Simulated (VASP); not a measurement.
BP:

```
B P
1.0
     2.91624    0.00000    0.00000
     0.00000    2.91624    0.00000
     0.00000    0.00000    2.54865
B P
1 1
Direct
  0.00000 0.00000 0.50000
  0.50000 0.50000 0.50000
```

* Program: VASP 6.6.1
* Task: relaxation of cell and atoms
* Functional: PBE
* Potentials or basis: VASP PAW PBE potentials, release 64 (B, P)
* Cutoff: 600 eV
* k mesh: 18 × 18 × 22
* Occupations: gaussian, width 0.1 eV
* Spin: no spin polarisation

At the start: pressure -1.0 GPa; volume 10.84 Å³/atom.

Question: How do energy, volume and symmetry change on relaxing?

Answer: Over 7 steps the energy falls by 23.4 meV/atom and the volume is 10.42 Å³/atom (-3.8 %); space group P4/mmm (No. 123, to 0.05 Å).

The path:
```tsv
step	energy change (eV)	largest force (eV/Å)	pressure (GPa)	volume (Å³)
1	0.0000	0.0000	-0.95	21.67
2	-0.0357	0.0000	-2.81	21.46
3	-0.0413	0.0000	-3.27	21.35
4	-0.0419	0.0000	-3.34	21.31
5	-0.0438	0.0000	2.57	20.49
6	-0.0467	0.0000	-0.11	20.84
7	-0.0468	0.0000	-0.05	20.84
```

Final structure:
```
CELL_PARAMETERS angstrom
2.95168 0.00000 0.00000
0.00000 2.95168 0.00000
0.00000 0.00000 2.39239
ATOMIC_POSITIONS crystal
B 0.00000 0.00000 0.50000
P 0.50000 0.50000 0.50000
```
